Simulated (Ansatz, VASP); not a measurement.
**One calculation of Pd, two programs**

File INCAR:

```
ALGO = Normal ; EDIFF = 1E-6
ENCUT = 520 ; GGA = PE
ISIF = 2 ; ISMEAR = 0
LASPH = T ; LCHARG = F
LREAL = F ; LWAVE = F
NBANDS = 11 ; NELM = 100
PREC = Accurate ; SIGMA = 0.15
```

KPOINTS

```
k-points
0
Gamma
  20 20 20
```

The input POSCAR:

```
Pd
1.0
    0.0000000000      1.7893080000      2.1004920000
    1.7893080000      0.0000000000      2.1004920000
    1.7893080000      1.7893080000      0.0000000000
Pd
1
Direct
    0.0000000000      0.0000000000      0.0000000000
```

Input for Ansatz:

```yaml
crystal:
  lattice:
    - [0.0, 1.789308, 2.100492]
    - [1.789308, 0.0, 2.100492]
    - [1.789308, 1.789308, 0.0]
  atoms:
    - { symbol: Pd, position: [0.0, 0.0, 0.0] }
basis:
  ecutwfc: 420
kpoints:
  mp_grid: { grid: [20, 20, 20] }
hamiltonian:
  xc: pbe
scf:
  occupations: { method: gaussian, width: 0.15 }
output:
  forces: true
  stress: true
  eigenvalues: true
```

Change from the starting cell: strain -0.080 along x and y, +0.080 along z, atoms carried along.

Alike in both runs: task single point; functional PBE; k mesh 20 × 20 × 20; occupations gaussian, width 0.15 eV; no spin polarisation.

|  | VASP | Ansatz |
| --- | --- | --- |
| version | VASP 6.6.1 | Ansatz 0.2.0 |
| potentials or method | VASP PAW PBE potentials, release 64 (Pd), cutoff 520 eV | scalar-relativistic, plane waves, PAW |
| valence electrons in the cell | 10 | 18 |

Ansatz gave:

| Quantity | Value |
| --- | --- |
| gap on the k mesh at the Fermi level (eV) | none |
| pressure (GPa) | 34.4 |
| traceless stress, the component that is largest in VASP (GPa) | -15.59 |

**Question.** Which values does VASP return?

**Answer.** gap on the k mesh at the Fermi level (eV): none; pressure (GPa): 33.8; traceless stress, the component that is largest in VASP (GPa): -15.33.

A gap of «none» marks a metal or a gap that the smearing closes. Both programs put the cell under a high pressure, so it lies far from rest at this level. With one functional, cell and mesh, what is left measures potentials, basis and numerics. VASP's potentials hold 10 valence electrons a cell and Ansatz's 18, so a difference there can come from the potentials and not from the codes.
